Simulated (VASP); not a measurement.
# InP (F-43m) in VASP: a series of runs

InP is run at these levels: PBE, r2SCAN; tasks: dielectric tensor.

All numbers are computed with VASP 6.6.1; they aren't measurements. Logs are shortened: lines on timing, memory, paths and dates and some standing lists are left out, and cuts for length are marked.

### 1 The cell of the first run

Symmetry: F-43m, No. 216, cubic system. The conventional cell has a = 5.908 Å, b = 5.908 Å, c = 5.908 Å, α = 90.00°, β = 90.00°, γ = 90.00°. In (site symmetry -43m) has 4 P at 2.56 Å within 3.4 Å. Within 3.4 Å of P (site symmetry -43m) lie 4 In at 2.56 Å.

### 2 Dielectric tensor, PBE

INCAR reads:

```
SYSTEM = InP
PREC     = Accurate       ! precision mode
ENCUT    = 520            ! plane-wave cutoff, eV
EDIFF    = 1E-8           ! SCF threshold, eV
ISMEAR   = 0              ! smearing method
SIGMA    = 0.01           ! smearing width, eV
LREAL    = .FALSE.        ! projectors in reciprocal space
LASPH    = .TRUE.         ! aspherical terms in the spheres
NELM     = 100            ! most SCF steps
ALGO     = Normal         ! electronic algorithm
ISIF     = 2              ! what is computed and relaxed
LWAVE    = .FALSE.        ! write WAVECAR
LCHARG   = .FALSE.        ! write CHGCAR
GGA      = PE             ! functional
LEPSILON = .TRUE.         ! dielectric tensor by DFPT
```

KPOINTS reads:

```
Automatic mesh
0
G
  6 6 6
  0 0 0
```

POSCAR reads:

```
InP
1.0
    0.0000000000      2.9538132889      2.9538132889
    2.9538132889      0.0000000000      2.9538132889
    2.9538132889      2.9538132889      0.0000000000
In P
1 1
Direct
    0.0000000000      0.0000000000      0.0000000000
    0.2500000000      0.2500000000      0.2500000000
```

Potentials or basis: VASP PAW PBE potentials, release 64 (In_d, P).

Command:

```
> cat potpaw_PBE.64/In_d/POTCAR potpaw_PBE.64/P/POTCAR > POTCAR
> mpirun -np 1 vasp_std > vasp.out
```

OUTCAR:

```text
SYSTEM = InP
   PREC = Accurate
   ENCUT = 520
   EDIFF = 1E-8
   ISMEAR = 0
   LREAL = .FALSE.
   LASPH = .TRUE.
   NELM = 100
   ISIF = 2
   GGA = PE
   LEPSILON = .TRUE.

 ion  position               nearest neighbor table
   1  0.000  0.000  0.000-   2 2.56   2 2.56   2 2.56   2 2.56
   2  0.250  0.250  0.250-   1 2.56   1 2.56   1 2.56   1 2.56

  LATTYP: Found a face centered cubic cell.
 ALAT       =     5.9076265778

  Lattice vectors:

 A1 = (   0.0000000000,   2.9538132889,   2.9538132889)
 A2 = (   2.9538132889,   0.0000000000,   2.9538132889)
 A3 = (   2.9538132889,   2.9538132889,   0.0000000000)

Analysis of symmetry for initial positions (statically):
=====================================================================
 Subroutine PRICEL returns:
 Original cell was already a primitive cell.

 Routine SETGRP: Setting up the symmetry group for a
 face centered cubic supercell.

 Subroutine GETGRP returns: Found 24 space group operations
 (whereof 24 operations were pure point group operations)
 out of a pool of 48 trial point group operations.

The static configuration has the point symmetry T_d .

Analysis of symmetry for dynamics (positions and initial velocities):
=====================================================================
 Subroutine PRICEL returns:
 Original cell was already a primitive cell.

 Routine SETGRP: Setting up the symmetry group for a
 face centered cubic supercell.

 Subroutine GETGRP returns: Found 24 space group operations
 (whereof 24 operations were pure point group operations)
 out of a pool of 48 trial point group operations.

The dynamic configuration has the point symmetry T_d .

 Subroutine INISYM returns: Found 24 space group operations
 (whereof 24 operations are pure point group operations),
 and found     1 'primitive' translations

----------------------------------------------------------------------------------------

                                     Primitive cell

  volume of cell :      51.5441

  direct lattice vectors                    reciprocal lattice vectors
     0.000000000  2.953813289  2.953813289    -0.169272717  0.169272717  0.169272717
     2.953813289  0.000000000  2.953813289     0.169272717 -0.169272717  0.169272717
     2.953813289  2.953813289  0.000000000     0.169272717  0.169272717 -0.169272717

  length of vectors
     4.177322814  4.177322814  4.177322814     0.293188946  0.293188946  0.293188946

  position of ions in fractional coordinates (direct lattice)
     0.000000000  0.000000000  0.000000000
     0.250000000  0.250000000  0.250000000

  ion indices of the primitive-cell ions
   primitive index   ion index
                 1           1
                 2           2

----------------------------------------------------------------------------------------

 KPOINTS: Automatic mesh

Automatic generation of k-mesh.
 Grid dimensions read from file:
 generate k-points for:    6    6    6

 Generating k-lattice:

  Cartesian coordinates                     Fractional coordinates (reciprocal lattice)
    -0.028212119  0.028212119  0.028212119     0.166666667  0.000000000  0.000000000
     0.028212119 -0.028212119  0.028212119     0.000000000  0.166666667  0.000000000
     0.028212119  0.028212119 -0.028212119     0.000000000  0.000000000  0.166666667

  Length of vectors
     0.048864824  0.048864824  0.048864824

  Shift w.r.t. Gamma in fractional coordinates (k-lattice)
     0.000000000  0.000000000  0.000000000
[... 67 lines left out ...]
   GGA     = PE    functional components
   LHFCALC =     F    Hartree Fock is set to
   AEXX    =    0.0000 exact exchange contribution
   IVDW    =     0    specifies the selected vdW correction
   LEPSILON=     T    determine dielectric tensor
   LRPA    =     F    only Hartree local field effects (RPA)
 non-spin polarized calculation
 Gauss-broadening in eV      SIGMA  =   0.01
  energy-cutoff  :      520.00
  volume of cell :       51.54
 maximum number of plane-waves:      1411
   NGX = 15   NGY = 15   NGZ = 15

--------------------------------------- Ionic step        1  -------------------------------------------

 number of electron      18.0000009 magnetization

 E-fermi :   5.0440     XC(G=0):  -9.1749

 val. band max:        4.9388169424   @ k =   0.0000   0.0000   0.0000
 cond. band min:       5.5189003514   @ k =   0.0000   0.0000   0.0000
 fundamental gap:      0.5800834089
 Fermi energy:         5.0440205698

 k-point     1 :       0.0000    0.0000    0.0000
  band No.  band energies     occupation
      1      -9.2095      2.00000
      2      -9.2095      2.00000
      3      -9.2095      2.00000
      4      -9.0693      2.00000
      5      -9.0693      2.00000
      6      -6.4190      2.00000
      7       4.9388      2.00000
      8       4.9388      2.00000
      9       4.9388      2.00000
     10       5.5189      0.00000
     11       9.0260      0.00000
     12       9.0260      0.00000
     13       9.0260      0.00000
[... 226 lines left out ...]
  band No.  band energies     occupation
      1      -9.3573      2.00000
      2      -9.1430      2.00000
      3      -9.1203      2.00000
      4      -9.0950      2.00000
      5      -9.0490      2.00000
      6      -4.0909      2.00000
      7      -0.6068      2.00000
      8       2.2257      2.00000
      9       2.2552      2.00000
     10       8.2258      0.00000
     11       8.5119      0.00000
     12      11.6602      0.00000
     13      11.9675      0.00000

  FORCE on cell =-STRESS in cart. coord.  units (eV):
  Direction    XX          YY          ZZ          XY          YZ          ZX
  --------------------------------------------------------------------------------------
  -------------------------------------------------------------------------------------
  Total        0.5137999      0.5137999      0.5137999     -0.0000000     -0.0000000      0.0000000
  in kB       15.9707567     15.9707567     15.9707567     -0.0000000     -0.0000000      0.0000000
  external PRESSURE =      15.9707567 kB  Pullay stress =       0.0000000 kB

 VOLUME and BASIS-vectors are now :
 -----------------------------------------------------------------------------
  energy-cutoff  :      520.00
  volume of cell :       51.54
      direct lattice vectors                 reciprocal lattice vectors
     0.000000000  2.953813289  2.953813289    -0.169272717  0.169272717  0.169272717
     2.953813289  0.000000000  2.953813289     0.169272717 -0.169272717  0.169272717
     2.953813289  2.953813289  0.000000000     0.169272717  0.169272717 -0.169272717

 POSITION                                       TOTAL-FORCE (eV/Angst)
 -----------------------------------------------------------------------------------
      0.00000      0.00000      0.00000        -0.000000     -0.000000     -0.000000
      1.47691      1.47691      1.47691         0.000000      0.000000      0.000000
 -----------------------------------------------------------------------------------
    total drift:                               -0.000000     -0.000000     -0.000000

  FREE ENERGIE OF THE ION-ELECTRON SYSTEM (eV)
  ---------------------------------------------------
  free  energy   TOTEN  =        -8.3887113538 eV

  energy  without entropy=       -8.3887113538  energy(sigma->0) =       -8.38871135

 HEAD OF MICROSCOPIC STATIC DIELECTRIC TENSOR (INDEPENDENT PARTICLE, excluding Hartree and local field effects)
 ------------------------------------------------------
          28.107992     0.000000    -0.000000
          -0.000000    28.107992     0.000000
          -0.000000     0.000000    28.107992
 ------------------------------------------------------

 Free energy of the ion-electron system (eV)
  ---------------------------------------------------
  ---------------------------------------------------
  free energy    TOTEN  =        -4.01795383 eV

  energy without entropy =       -4.01795383

------------------------ aborting loop because EDIFF is reached ----------------------------------------

--------------------------------------- Ionic step        2  -------------------------------------------

------------------------ aborting loop because EDIFF is reached ----------------------------------------

--------------------------------------- Ionic step        3  -------------------------------------------

 Free energy of the ion-electron system (eV)
  ---------------------------------------------------
  ---------------------------------------------------
  free energy    TOTEN  =        -4.01795492 eV

  energy without entropy =       -4.01795492

------------------------ aborting loop because EDIFF is reached ----------------------------------------

 PIEZOELECTRIC TENSOR FIELD DIRECTION 3  (e Angst)
 -----------------------------------------------------------------------------
    -0.00027 -3.37909  0.00000           (  0.00000 -0.02684  0.00000)
    -3.37909 -0.00027  0.00000           ( -0.02684  0.00000  0.00000)
     0.00000  0.00000 -0.00104           (  0.00000  0.00000 -0.00000)

 PIEZOELECTRIC TENSOR FIELD DIRECTION 3  (C/m^2)
 -----------------------------------------------------------------------------
    -0.00008 -1.05034  0.00000
    -1.05034 -0.00008  0.00000
     0.00000  0.00000 -0.00032

 MACROSCOPIC STATIC DIELECTRIC TENSOR (including local field effects in DFT)
 ------------------------------------------------------
          27.844402    -0.000000    -0.000000
          -0.000000    27.844402    -0.000000
           0.000000     0.000000    27.844402
 ------------------------------------------------------

 PIEZOELECTRIC TENSOR (including local field effects)  for field in x, y, z        (e  Angst)
          XX          YY          ZZ          XY          YZ          ZX
  --------------------------------------------------------------------------------
  x    -0.00000    -0.00000     0.00000    -0.00000    -3.39321    -0.00000
  y    -0.00000     0.00000     0.00000    -0.00000     0.00000    -3.39321
  z    -0.00000     0.00000     0.00000    -3.39321     0.00000    -0.00000

 PIEZOELECTRIC TENSOR (including local field effects)  for field in x, y, z        (C/m^2)
          XX          YY          ZZ          XY          YZ          ZX
  --------------------------------------------------------------------------------
  x    -0.00000    -0.00000     0.00000    -0.00000    -1.05473    -0.00000
  y    -0.00000     0.00000     0.00000    -0.00000     0.00000    -1.05473
  z    -0.00000     0.00000     0.00000    -1.05473     0.00000    -0.00000

 BORN EFFECTIVE CHARGES (including local field effects) (in |e|, cummulative output)
 ---------------------------------------------------------------------------------
 ion    1
    1     2.92872    -0.00000    -0.00000
    2    -0.00000     2.92872     0.00000
    3     0.00000    -0.00000     2.92872
 ion    2
    1    -2.92872     0.00000     0.00000
    2     0.00000    -2.92872    -0.00000
    3     0.00000     0.00000    -2.92872
```

It took 6 min on 1 thread of Intel Xeon 8259CL, shared host; peak memory 0.25 GiB.

What came out:

| Property | Result |
| --- | --- |
| Band gap on the k mesh | 0.58 eV |
| Electronic dielectric tensor (diagonal) | 27.84 |
| Born charges (mean of the diagonal) | In +2.93; P -2.93 e |

Electronic dielectric tensor:
```
27.84  0.00  0.00
 0.00 27.84  0.00
 0.00  0.00 27.84
```

Born effective charge tensors (e):
atom 1, In
```
2.93 0.00 0.00
0.00 2.93 0.00
0.00 0.00 2.93
```
atom 2, P
```
-2.93  0.00  0.00
 0.00 -2.93  0.00
 0.00  0.00 -2.93
```

Caveat: the gap is small at this level, which inflates the dielectric constant; semilocal functionals underestimate gaps, and a narrow one can read as zero; spin-orbit coupling is left out, which moves the levels of the heavy elements.

### 3 Dielectric tensor, r2SCAN

INCAR reads:

```
SYSTEM = InP
PREC = Accurate ; ENCUT = 520
EDIFF = 1E-8 ; ISMEAR = 0
SIGMA = 0.01 ; LREAL = .FALSE.
LASPH = .TRUE. ; NELM = 100
ALGO = Normal ; ISIF = 2
LWAVE = .FALSE. ; LCHARG = .FALSE.
METAGGA = R2SCAN ; LMIXTAU = .TRUE.
LCALCEPS = .TRUE.
```

KPOINTS is that of step 2.

POSCAR is that of step 2.

Potentials or basis: VASP PAW PBE potentials, release 64 (In_d, P).

Command:

```
> cat potpaw_PBE.64/In_d/POTCAR potpaw_PBE.64/P/POTCAR > POTCAR
> mpirun -np 1 vasp_std > vasp.out
```

OUTCAR:

```text
SYSTEM = InP
   PREC = Accurate
   ENCUT = 520
   EDIFF = 1E-8
   ISMEAR = 0
   LREAL = .FALSE.
   LASPH = .TRUE.
   NELM = 100
   ISIF = 2
   METAGGA = R2SCAN

 ion  position               nearest neighbor table
   1  0.000  0.000  0.000-   2 2.56   2 2.56   2 2.56   2 2.56
   2  0.250  0.250  0.250-   1 2.56   1 2.56   1 2.56   1 2.56

  LATTYP: Found a face centered cubic cell.
 ALAT       =     5.9076265778

  Lattice vectors:

 A1 = (   0.0000000000,   2.9538132889,   2.9538132889)
 A2 = (   2.9538132889,   0.0000000000,   2.9538132889)
[... 597 lines left out ...]
    3    -0.00000    -0.00000    -2.57346

  FORCE on cell =-STRESS in cart. coord.  units (eV):
  Direction    XX          YY          ZZ          XY          YZ          ZX
  --------------------------------------------------------------------------------------
  -------------------------------------------------------------------------------------
  Total       -0.0438927     -0.0438927     -0.0438927      0.0000000     -0.0000000      0.0000000
  in kB       -1.3643431     -1.3643431     -1.3643431      0.0000000     -0.0000000      0.0000000
  external PRESSURE =      -1.3643431 kB  Pullay stress =       0.0000000 kB

 VOLUME and BASIS-vectors are now :
 -----------------------------------------------------------------------------
  energy-cutoff  :      520.00
  volume of cell :       51.54
      direct lattice vectors                 reciprocal lattice vectors
     0.000000000  2.953813289  2.953813289    -0.169272717  0.169272717  0.169272717
     2.953813289  0.000000000  2.953813289     0.169272717 -0.169272717  0.169272717
     2.953813289  2.953813289  0.000000000     0.169272717  0.169272717 -0.169272717

 POSITION                                       TOTAL-FORCE (eV/Angst)
 -----------------------------------------------------------------------------------
      0.00000      0.00000      0.00000         0.000000      0.000000      0.000000
      1.47691      1.47691      1.47691        -0.000000     -0.000000     -0.000000
 -----------------------------------------------------------------------------------
    total drift:                               -0.000002     -0.000002     -0.000002

  FREE ENERGIE OF THE ION-ELECTRON SYSTEM (eV)
  ---------------------------------------------------
  free  energy   TOTEN  =       -32.2886348380 eV

  energy  without entropy=      -32.2886348380  energy(sigma->0) =      -32.28863484
```

stdout:

```text
POSCAR found type information on POSCAR InP
 POSCAR found :  2 types and       2 ions
 scaLAPACK will be used
 -----------------------------------------------------------------------------
|                                                                             |
[... 110 lines left out ...]
|      ) Use a less dense grid of k-points.                                   |
|                                                                             |
 -----------------------------------------------------------------------------

 final diagonalization occupied
 p_tot=(  0.740E+01  0.740E+01  0.740E+01 )
 p_tot=(  0.740E+01  0.740E+01  0.740E+01 )
dp_tot=(  0.000E+00  0.000E+00  0.000E+00 )  diag[
```

Wall time 64 min (1 thread of Intel Xeon 8259CL, shared host); peak memory 0.36 GiB.

What came out:

| Quantity | Value |
| --- | --- |
| Band gap on the k mesh | 1.03 eV |
| Electronic dielectric tensor (diagonal) | 9.26 |
| Born charges (mean of the diagonal) | In +2.57; P -2.57 e |

Levels at points of the mesh, in eV from the valence-band top:
| k point | band 5 | band 6 | band 7 | band 8 | band 9 | band 10 | band 11 | band 12 | band 13 |
| --- | --- | --- | --- | --- | --- | --- | --- | --- | --- |
| (0.00, 0.00, 0.00) | -14.45 | -11.84 | 0.00 | 0.00 | 0.00 | 1.03 | 4.44 | 4.44 | 4.44 |
| (0.50, 0.00, 0.00) | -14.44 | -10.11 | -5.75 | -0.97 | -0.97 | 1.80 | 5.15 | 5.15 | 7.49 |
| (0.50, 0.50, 0.00) | -14.42 | -9.46 | -5.77 | -2.33 | -2.33 | 2.04 | 2.54 | 9.72 | 10.15 |

Electronic dielectric tensor:
```
9.26 0.00 0.00
0.00 9.26 0.00
0.00 0.00 9.26
```

Born effective charge tensors (e):
atom 1, In
```
2.57 0.00 0.00
0.00 2.57 0.00
0.00 0.00 2.57
```
atom 2, P
```
-2.57  0.00  0.00
 0.00 -2.57  0.00
 0.00  0.00 -2.57
```

Dipole moments of the cell (e·Å, modulo the quantum): ionic 7.385, 7.385, 7.385; electronic 0.011, 0.011, 0.035

Caveat: the PAW data sets were made with another functional, which shifts forces and pressure a little; spin-orbit coupling is left out, which moves the levels of the heavy elements. r2SCAN opens gaps a little over a GGA but as a rule still falls short of measured ones.

The gap in the log of VASP goes by the Fermi energy; the results here count the filled bands.